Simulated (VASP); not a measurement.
# Ge3Cl (Fm-3m) in VASP: notebook

Ge3Cl is run at these levels: PBE; tasks: single point, relaxation of cell and atoms.

All numbers are computed with VASP 6.6.1; they aren't measurements. Logs are shortened: lines on timing, memory, paths and dates and some standing lists are left out, and cuts for length are marked.

**1. The cell of the first run**

Symmetry: Fm-3m, No. 225, cubic system. The conventional cell has a = 6.813 Å, b = 6.813 Å, c = 6.813 Å, α = 90.00°, β = 90.00°, γ = 90.00°. Within 3.9 Å of Ge (site symmetry m-3m) lie 8 Ge at 2.95 Å and 6 Cl at 3.41 Å. Within 3.9 Å of Ge (site symmetry -43m) lie 10 Ge at 2.95 to 3.41 Å and 4 Cl at 2.95 Å. Within 3.9 Å of Cl (site symmetry m-3m) lie 14 Ge at 2.95 to 3.41 Å.

**2. Single point, PBE**

File INCAR:

```
ALGO = Normal
EDIFF = 1E-6
ENCUT = 520
GGA = PE
ISIF = 2
ISMEAR = 0
LASPH = T
LCHARG = F
LREAL = F
LWAVE = F
NBANDS = 32
NELM = 100
PREC = Accurate
SIGMA = 0.1
```

File KPOINTS:

```
k-points
0
Gamma
  12 12 12
```

File POSCAR:

```
Ge3Cl
1.0
    0.0000000000      3.4064192896      3.4064192896
    3.4064192896      0.0000000000      3.4064192896
    3.4064192896      3.4064192896      0.0000000000
Ge Cl
3 1
Direct
    0.5000000000      0.5000000000      0.5000000000
    0.2500000000      0.2500000000      0.2500000000
    0.7500000000      0.7500000000      0.7500000000
    0.0000000000      0.0000000000      0.0000000000
```

Potentials or basis: VASP PAW PBE potentials, release 64 (Ge_d, Cl).

Command:

```console
$ cat potpaw_PBE.64/Ge_d/POTCAR potpaw_PBE.64/Cl/POTCAR > POTCAR
$ mpirun -np 1 vasp_std > vasp.out
```

OUTCAR:

```text
EDIFF = 1E-6
   ENCUT = 520
   GGA = PE
   ISIF = 2
   ISMEAR = 0
   LASPH = T
   LREAL = F
   NELM = 100
   PREC = Accurate

 ion  position               nearest neighbor table
   1  0.500  0.500  0.500-
   2  0.250  0.250  0.250-
   3  0.750  0.750  0.750-
   4  0.000  0.000  0.000-

  LATTYP: Found a face centered cubic cell.
 ALAT       =     6.8128385792

  Lattice vectors:

 A1 = (   0.0000000000,   3.4064192896,   3.4064192896)
 A2 = (   3.4064192896,   0.0000000000,   3.4064192896)
 A3 = (   3.4064192896,   3.4064192896,   0.0000000000)

Analysis of symmetry for initial positions (statically):
=====================================================================
 Subroutine PRICEL returns:
 Original cell was already a primitive cell.

 Routine SETGRP: Setting up the symmetry group for a
 face centered cubic supercell.

 Subroutine GETGRP returns: Found 48 space group operations
 (whereof 48 operations were pure point group operations)
 out of a pool of 48 trial point group operations.

The static configuration has the point symmetry O_h .

Analysis of symmetry for dynamics (positions and initial velocities):
=====================================================================
 Subroutine PRICEL returns:
 Original cell was already a primitive cell.

 Routine SETGRP: Setting up the symmetry group for a
 face centered cubic supercell.

 Subroutine GETGRP returns: Found 48 space group operations
 (whereof 48 operations were pure point group operations)
 out of a pool of 48 trial point group operations.

The dynamic configuration has the point symmetry O_h .

 Subroutine INISYM returns: Found 48 space group operations
 (whereof 48 operations are pure point group operations),
 and found     1 'primitive' translations

----------------------------------------------------------------------------------------

                                     Primitive cell

  volume of cell :      79.0541

  direct lattice vectors                    reciprocal lattice vectors
     0.000000000  3.406419290  3.406419290    -0.146781696  0.146781696  0.146781696
     3.406419290  0.000000000  3.406419290     0.146781696 -0.146781696  0.146781696
     3.406419290  3.406419290  0.000000000     0.146781696  0.146781696 -0.146781696

  length of vectors
     4.817404358  4.817404358  4.817404358     0.254233355  0.254233355  0.254233355

  position of ions in fractional coordinates (direct lattice)
     0.500000000  0.500000000  0.500000000
     0.250000000  0.250000000  0.250000000
     0.750000000  0.750000000  0.750000000
     0.000000000  0.000000000  0.000000000

  ion indices of the primitive-cell ions
   primitive index   ion index
                 1           1
                 2           2
                 3           3
                 4           4

----------------------------------------------------------------------------------------

 KPOINTS: k-points

Automatic generation of k-mesh.
 Grid dimensions read from file:
 generate k-points for:   12   12   12

 Generating k-lattice:

  Cartesian coordinates                     Fractional coordinates (reciprocal lattice)
    -0.012231808  0.012231808  0.012231808     0.083333333  0.000000000  0.000000000
     0.012231808 -0.012231808  0.012231808     0.000000000  0.083333333  0.000000000
     0.012231808  0.012231808 -0.012231808     0.000000000  0.000000000  0.083333333

  Length of vectors
     0.021186113  0.021186113  0.021186113

  Shift w.r.t. Gamma in fractional coordinates (k-lattice)
     0.000000000  0.000000000  0.000000000

 Subroutine IBZKPT returns following result:
 ===========================================

 Found     72 irreducible k-points:

 Following reciprocal coordinates:
            Coordinates               Weight
  0.000000  0.000000  0.000000      1.000000
  0.083333  0.000000  0.000000      8.000000
  0.166667  0.000000  0.000000      8.000000
  0.250000  0.000000  0.000000      8.000000
  0.333333  0.000000  0.000000      8.000000
  0.416667  0.000000  0.000000      8.000000
[... 16 lines left out ...]
  0.500000  0.166667  0.000000     24.000000
 -0.416667  0.166667  0.000000     24.000000
 [... further k-points ...]
   k-points           NKPTS =     72   k-points in BZ     NKDIM =     72   number of bands    NBANDS=     32
   number of dos      NEDOS =    301   number of ions     NIONS =      4
   total plane-waves  NPLWV =  46656
   dimension x,y,z NGX =    36 NGY =   36 NGZ =   36
   dimension x,y,z NGXF=    72 NGYF=   72 NGZF=   72
   ions per type =               3   1
   NGX,Y,Z   is equivalent  to a cutoff of  12.42, 12.42, 12.42 a.u.
   NGXF,Y,Z  is equivalent  to a cutoff of  24.85, 24.85, 24.85 a.u.
 SYSTEM =  unknown system
   PREC   = accura    normal or accurate (medium, high low for compatibility)
   ISTART =      0    job   : 0-new  1-cont  2-samecut
   ICHARG =      2    charge: 1-file 2-atom 10-const
   ISPIN  =      1    spin polarized calculation?
   LNONCOLLINEAR =      F non collinear calculations
   LSORBIT =      F    spin-orbit coupling
   LASPH  =      T    aspherical Exc in radial PAW
   ENCUT  =  520.0 eV  38.22 Ry    6.18 a.u.   8.96  8.96  8.96*2*pi/ulx,y,z
   NELM   =    100;   NELMIN=  2; NELMDL= -5     # of ELM steps
   EDIFF  = 0.1E-05   stopping-criterion for ELM
   LREAL  =      F    real-space projection
   EDIFFG = 0.1E-04   stopping-criterion for IOM
   NSW    =      0    number of steps for IOM
   IBRION =     -1    ionic relax: 0-MD 1-quasi-New 2-CG
   NFREE  =      0    steps in history (QN), initial steepest desc. (CG)
   ISIF   =      2    stress and relaxation
   ISYM   =      2    0-nonsym 1-usesym 2-fastsym
   POTIM  = 0.5000    time-step for ionic-motion
   TEBEG  =    0.0;   TEEND  =   0.0 temperature during run
   PSTRESS=    0.0 pullay stress
   NELECT =      49.0000    total number of electrons
   NUPDOWN=      -1.0000    fix difference up-down
   EMIN   =  10.00;   EMAX   =-10.00  energy-range for DOS
   EFERMI =   0.00;   METHOD = LEGACY
   ISMEAR =     0;   SIGMA  =   0.10  broadening in eV -4-tet -1-fermi 0-gaus
   EFERMI_NEDOS =   21; number of points for ismear=-14 and -15
   IALGO  =     38    algorithm
   IMIX   =      4    mixing-type and parameters
     AMIX     =   0.40;   BMIX     =  1.00
     AMIX_MAG =   1.60;   BMIX_MAG =  1.00
  volume/ion in A,a.u.               =      19.76       133.37
  Fermi-wavevector in a.u.,A,eV,Ry     =   1.395829  2.637734 26.508740  1.948337
  Thomas-Fermi vector in A             =   2.519242
   LORBIT       =      0    0 simple, 1 ext, 2 COOP (PROOUT), +10 PAW based schemes
   GGA     = PE    functional components
   LHFCALC =     F    Hartree Fock is set to
   AEXX    =    0.0000 exact exchange contribution
   IVDW    =     0    specifies the selected vdW correction
   LEPSILON=     F    determine dielectric tensor
   LRPA    =     F    only Hartree local field effects (RPA)
 non-spin polarized calculation
 Gauss-broadening in eV      SIGMA  =   0.10
  energy-cutoff  :      520.00
  volume of cell :       79.05
 maximum number of plane-waves:      2158
   NGX = 17   NGY = 17   NGZ = 17

 number of electron      49.0000018 magnetization

 Free energy of the ion-electron system (eV)
  ---------------------------------------------------
  ext. energy  EPLUGINS =         0.00000000
  ---------------------------------------------------
  free energy    TOTEN  =       -14.52932648 eV

  energy without entropy =      -14.51961035  energy(sigma->0) =      -14.52446841

 E-fermi :   5.7421     XC(G=0): -10.7774

 val. band max:        5.7262466919   @ k =   0.0833   0.0833   0.0000
 cond. band min:       5.7511573174   @ k =  -0.2500   0.2500   0.0000
 fundamental gap:      0.0249106255
 Fermi energy:         5.7420954351

 k-point     1 :       0.0000    0.0000    0.0000
  band No.  band energies     occupation
      1     -19.0657      2.00000
      2     -19.0657      2.00000
      3     -19.0541      2.00000
      4     -19.0541      2.00000
      5     -19.0541      2.00000
      6     -19.0399      2.00000
[... 24 lines left out ...]
     31      12.0485      0.00000
     32      12.0485      0.00000

 k-point     2 :       0.0833    0.0000    0.0000
  band No.  band energies     occupation
      1     -19.0649      2.00000
      2     -19.0649      2.00000
      3     -19.0543      2.00000
      4     -19.0539      2.00000
      5     -19.0539      2.00000
      6     -19.0401      2.00000
[... 24 lines left out ...]
     31      11.6712      0.00000
     32      12.0439      0.00000

 k-point     3 :       0.1667    0.0000    0.0000
  band No.  band energies     occupation
      1     -19.0627      2.00000
      2     -19.0627      2.00000
      3     -19.0544      2.00000
      4     -19.0533      2.00000
      5     -19.0533      2.00000
      6     -19.0408      2.00000
[... 24 lines left out ...]
     31      11.1170      0.00000
     32      12.1609      0.00000

 k-point     4 :       0.2500    0.0000    0.0000
  band No.  band energies     occupation
      1     -19.0592      2.00000
      2     -19.0592      2.00000
      3     -19.0540      2.00000
      4     -19.0523      2.00000
      5     -19.0523      2.00000
      6     -19.0418      2.00000
[... 24 lines left out ...]
     31      11.0634      0.00000
     32      12.8168      0.00000

 k-point     5 :       0.3333    0.0000    0.0000
  band No.  band energies     occupation
      1     -19.0548      2.00000
      2     -19.0548      2.00000
      3     -19.0526      2.00000
      4     -19.0511      2.00000
      5     -19.0511      2.00000
      6     -19.0431      2.00000
[... 584 lines left out ...]
     31      11.2739      0.00000
     32      12.2778      0.00000

 k-point    22 :       0.4167    0.1667    0.0000
  band No.  band energies     occupation
      1     -19.0581      2.00000
      2     -19.0542      2.00000
      3     -19.0502      2.00000
      4     -19.0489      2.00000
      5     -19.0463      2.00000
      6     -19.0454      2.00000
[... 24 lines left out ...]
     31      11.3093      0.00000
     32      13.3812      0.00000

 k-point    23 :       0.5000    0.1667    0.0000
  band No.  band energies     occupation
      1     -19.0539      2.00000
      2     -19.0524      2.00000
      3     -19.0490      2.00000
      4     -19.0483      2.00000
      5     -19.0470      2.00000
      6     -19.0462      2.00000
[... 24 lines left out ...]
     31      11.5273      0.00000
     32      14.6431      0.00000

 k-point    24 :      -0.4167    0.1667    0.0000
  band No.  band energies     occupation
      1     -19.0522      2.00000
      2     -19.0510      2.00000
      3     -19.0495      2.00000
      4     -19.0488      2.00000
      5     -19.0485      2.00000
      6     -19.0453      2.00000
[... 24 lines left out ...]
     31      11.6387      0.00000
     32      15.3299      0.00000

 [... further k-points ...]

------------------------ aborting loop because EDIFF is reached ----------------------------------------

  FORCE on cell =-STRESS in cart. coord.  units (eV):
  Direction    XX          YY          ZZ          XY          YZ          ZX
  --------------------------------------------------------------------------------------
  -------------------------------------------------------------------------------------
  Total       -0.0028646     -0.0028646     -0.0028646      0.0000000     -0.0000000     -0.0000000
  in kB       -0.0580561     -0.0580561     -0.0580561      0.0000000     -0.0000000     -0.0000000
  external PRESSURE =      -0.0580561 kB  Pullay stress =       0.0000000 kB

 VOLUME and BASIS-vectors are now :
 -----------------------------------------------------------------------------
  energy-cutoff  :      520.00
  volume of cell :       79.05
      direct lattice vectors                 reciprocal lattice vectors
     0.000000000  3.406419290  3.406419290    -0.146781696  0.146781696  0.146781696
     3.406419290  0.000000000  3.406419290     0.146781696 -0.146781696  0.146781696
     3.406419290  3.406419290  0.000000000     0.146781696  0.146781696 -0.146781696

 POSITION                                       TOTAL-FORCE (eV/Angst)
 -----------------------------------------------------------------------------------
      3.40642      3.40642      3.40642        -0.000000      0.000000      0.000000
      1.70321      1.70321      1.70321        -0.000000     -0.000000     -0.000000
      5.10963      5.10963      5.10963         0.000000      0.000000      0.000000
      0.00000      0.00000      0.00000        -0.000000      0.000000      0.000000
 -----------------------------------------------------------------------------------
    total drift:                                0.000000      0.000000      0.000000

  FREE ENERGIE OF THE ION-ELECTRON SYSTEM (eV)
  ---------------------------------------------------
  free  energy   TOTEN  =       -14.5293264821 eV

  energy  without entropy=      -14.5196103468  energy(sigma->0) =      -14.52446841
```

Run time: 59 s. Hardware: 1 thread of Intel Xeon 6975P-C (Granite Rapids), shared host; peak memory 0.28 GiB.

Results:

```
Free energy : -14.5293 eV
Pressure    : 0.0 GPa
```

Caveat: an odd number of electrons without spin polarisation forces a metal; a magnetic or distorted state may lie lower.

**3. Single point, PBE**

This run uses another cell than the first one, of 20.08 Å³/atom, 1.016 times its volume.

File INCAR:

```
  ALGO = Normal
  EDIFF = 1E-6
  ENCUT = 520
  GGA = PE
  ISIF = 2
  ISMEAR = 0
  LASPH = T
  LCHARG = F
  LREAL = F
  LWAVE = F
  NBANDS = 32
  NELM = 60
  PREC = Accurate
  SIGMA = 0.1
```

File KPOINTS:

```
k-points
0
Gamma
  4 4 4
```

File POSCAR:

```
Ge3Cl
1.0
    0.0000000000      3.4244931586      3.4244931586
    3.4244931586      0.0000000000      3.4244931586
    3.4244931586      3.4244931586      0.0000000000
Ge Cl
3 1
Direct
    0.5000000000      0.5000000000      0.5000000000
    0.2500000000      0.2500000000      0.2500000000
    0.7500000000      0.7500000000      0.7500000000
    0.0000000000      0.0000000000      0.0000000000
```

Potentials or basis: VASP PAW PBE potentials, release 64 (Ge_d, Cl).

Command:

```console
$ cat potpaw_PBE.64/Ge_d/POTCAR potpaw_PBE.64/Cl/POTCAR > POTCAR
$ mpirun -np 1 vasp_std > vasp.out
```

Wall time 22 s (1 thread of Intel Xeon 6975P-C, shared host); peak memory 0.2 GiB.

It converged, with:

```yaml
Free_energy: -14.2495 eV
Pressure: 0.1 GPa
```

Levels at points of the mesh, in eV from the Fermi level:
```tsv
k point	band 20	band 21	band 22	band 23	band 24	band 25	band 26	band 27	band 28	band 29
(0.00, 0.00, 0.00)	-4.44	-4.44	-3.84	-1.50	-1.50	-1.50	-0.67	-0.67	-0.67	4.66
(0.50, 0.00, 0.00)	-4.79	-4.79	-2.64	-2.39	-2.39	0.04	1.52	1.52	3.63	3.84
(0.50, 0.50, 0.00)	-5.84	-5.84	-2.28	-0.76	-0.76	0.60	2.80	2.80	3.20	4.21
```

Caveat: the k points lie up to 0.40 Å⁻¹ apart; an odd number of electrons without spin polarisation forces a metal; a magnetic or distorted state may lie lower.

**4. Single point, PBE**

This run uses another cell than the first one, of 26.92 Å³/atom, 1.362 times its volume.

File INCAR:

```
SYSTEM = Ge3Cl
PREC = Accurate ; ENCUT = 520
EDIFF = 1E-6 ; ISMEAR = 0
SIGMA = 0.1 ; LREAL = .FALSE.
LASPH = .TRUE. ; NELM = 80
ALGO = Normal ; ISIF = 2
LWAVE = .FALSE. ; LCHARG = .FALSE.
GGA = PE ; NBANDS = 32
```

File KPOINTS:

```
Automatic mesh
0
G
  4 4 4
  0 0 0
```

File POSCAR:

```
Ge3Cl
1.0
    0.0000000000      3.7761090600      3.7761090600
    3.7761090600      0.0000000000      3.7761090600
    3.7761090600      3.7761090600      0.0000000000
Ge Cl
3 1
Direct
    0.5000000000      0.5000000000      0.5000000000
    0.2500000000      0.2500000000      0.2500000000
    0.7500000000      0.7500000000      0.7500000000
    0.0000000000      0.0000000000      0.0000000000
```

Command:

```console
$ cat potpaw_PBE.64/Ge_d/POTCAR potpaw_PBE.64/Cl/POTCAR > POTCAR
$ mpirun -np 1 vasp_std > vasp.out
```

It took 35 s on 1 thread of Intel Xeon 6975P-C, shared host; peak memory 0.24 GiB.

It converged, with:

```
Free energy : -13.4409 eV
Pressure    : -8.0 GPa
```

Levels at points of the mesh, in eV from the Fermi level:
```tsv
k point	band 23	band 24	band 25	band 26	band 27	band 28
(0.00, 0.00, 0.00)	-0.79	-0.79	-0.79	-0.30	-0.30	-0.30
(0.50, 0.00, 0.00)	-1.50	-1.50	-0.35	1.19	1.19	2.29
(0.50, 0.50, 0.00)	-0.65	-0.65	0.07	2.10	2.21	2.21
```

Caveat: the k points lie up to 0.36 Å⁻¹ apart; an odd number of electrons without spin polarisation forces a metal; a magnetic or distorted state may lie lower.

(Part 1 of 2 ends here.)
